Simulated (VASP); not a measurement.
Set up this calculation in VASP 6.6.1, as the native input.

```
Task                   : single point
Functional             : PBE
Potentials or basis    : VASP PAW PBE potentials, release 64 (Ti_sv, Sn_d, Te)
Cutoff                 : 520 eV
k mesh                 : 12 × 12 × 6
Occupations            : gaussian, width 0.1 eV
Spin                   : no spin polarisation
Dipole correction      : no
Further INCAR settings : ALGO = Normal; EDIFF = 1e-07; NBANDS = 37
```

The structure of Ti2SnTe3 lies in POSCAR:

```
Ti2SnTe3
1.0
    5.3339136433      0.0000000000      0.0000000000
   -2.6669568216      4.6193047167      0.0000000000
    0.0000000000      0.0000000000      6.1295485333
Ti Sn Te
2 1 3
Direct
    0.0000000000      0.0000000000      0.2126360099
    0.0000000000      0.0000000000      0.7873639901
    0.3333333333      0.6666666667      0.0000000000
    0.3333333333      0.6666666667      0.5000000000
    0.6666666667      0.3333333333      0.0000000000
    0.6666666667      0.3333333333      0.5000000000
```

The cell was generated, and may not be a known phase.

One way to write it, as run:

INCAR

```
PREC = Accurate
ENCUT = 520
EDIFF = 1E-7
ISMEAR = 0
SIGMA = 0.1
LREAL = False
LASPH = True
NELM = 80
ALGO = Normal
ISIF = 2
LWAVE = False
LCHARG = False
GGA = PE
NBANDS = 37
```

KPOINTS

```
regular mesh
0
Gamma
  12 12 6
```

Potentials or basis: VASP PAW PBE potentials, release 64 (Ti_sv, Sn_d, Te).

Run with:

```bash
$ cat potpaw_PBE.64/Ti_sv/POTCAR potpaw_PBE.64/Sn_d/POTCAR potpaw_PBE.64/Te/POTCAR > POTCAR
$ mpirun -np 1 vasp_std > vasp.out
```

It gave:

```json
{
 "Pressure": "0.0 GPa",
 "Largest force": "0.023 eV/Å",
 "Band gap on the k mesh": "zero (bands 28 and 29 overlap by 1.11 eV)"
}
```

Caveat: spin-orbit coupling is left out, which moves the levels of the heavy elements.

Wall time 17 min on 1 thread of Intel(R) Xeon(R) Platinum 8259CL CPU @ 2.50GHz (Skylake/Cascade Lake) (shared host), peak memory 0.52 GiB.
